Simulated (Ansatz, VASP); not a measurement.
MgO in VASP and in Ansatz

Contents of INCAR:

```
PREC = Accurate ; ENCUT = 520
EDIFF = 1E-6 ; ISMEAR = 0
SIGMA = 0.05 ; LREAL = F
LASPH = T ; NELM = 60
ALGO = Normal ; ISIF = 2
LWAVE = F ; LCHARG = F
GGA = PE ; NBANDS = 16
```

File KPOINTS:

```
regular mesh
0
Gamma
  9 9 6
```

The input POSCAR:

```
MgO
1.0
    3.2447370978      0.0000000000      0.0000000000
   -1.6223685489      2.8100247553      0.0000000000
    0.0000000000      0.0000000000      5.3466777897
Mg O
2 2
Direct
    0.3333333333      0.6666666667     -0.0034438731
    0.6666666667      0.3333333333      0.4965561269
    0.3333333333      0.6666666667      0.3982811987
    0.6666666667      0.3333333333      0.8982811987
```

Input for Ansatz:

```yaml
crystal:
  lattice:
    - [3.2447370978, 0.0, 0.0]
    - [-1.6223685489, 2.8100247553, 0.0]
    - [0.0, 0.0, 5.3466777897]
  atoms:
    - { symbol: Mg, position: [0.3333333333, 0.6666666667, -0.0034438731] }
    - { symbol: Mg, position: [0.6666666667, 0.3333333333, 0.4965561269] }
    - { symbol: O, position: [0.3333333333, 0.6666666667, 0.3982811987] }
    - { symbol: O, position: [0.6666666667, 0.3333333333, 0.8982811987] }
basis:
  ecutwfc: 520.0
kpoints:
  mp_grid: { grid: [9, 9, 6] }
hamiltonian:
  xc: pbe
  pseudopotentials: { kind: paw, azcp: { folder: soft_1 } }
scf:
  occupations: { method: gaussian, width: 0.05 }
output:
  forces: true
  stress: true
  eigenvalues: true
```

Alike in both runs: task single point; functional PBE; k mesh 9 × 9 × 6; occupations gaussian, width 0.05 eV; no spin polarisation.

```csv
,VASP,Ansatz
version,VASP 6.6.1,Ansatz 0.2.0
potentials or method,"VASP PAW PBE potentials, release 64 (Mg, O), cutoff 520 eV","scalar-relativistic, plane waves, PAW"
valence electrons in the cell,16,32
```

```csv
,VASP,Ansatz,Ansatz less VASP
gap on the k mesh at the Fermi level (eV),3.42,3.44,+0.019
least direct gap on the mesh (eV),3.42,3.44,+0.019
pressure (GPa),1.5,1.9,+0.41
"traceless stress, the component that is largest in VASP (GPa)",-9.72,-9.63,+0.097
rms of the force components (eV/Å),0.386,0.381,-0.0051
```

Atom by atom the forces differ by 0.005 eV/Å (rms over components). VASP's potentials hold 16 valence electrons a cell and Ansatz's 32, so a difference there can come from the potentials and not from the codes.
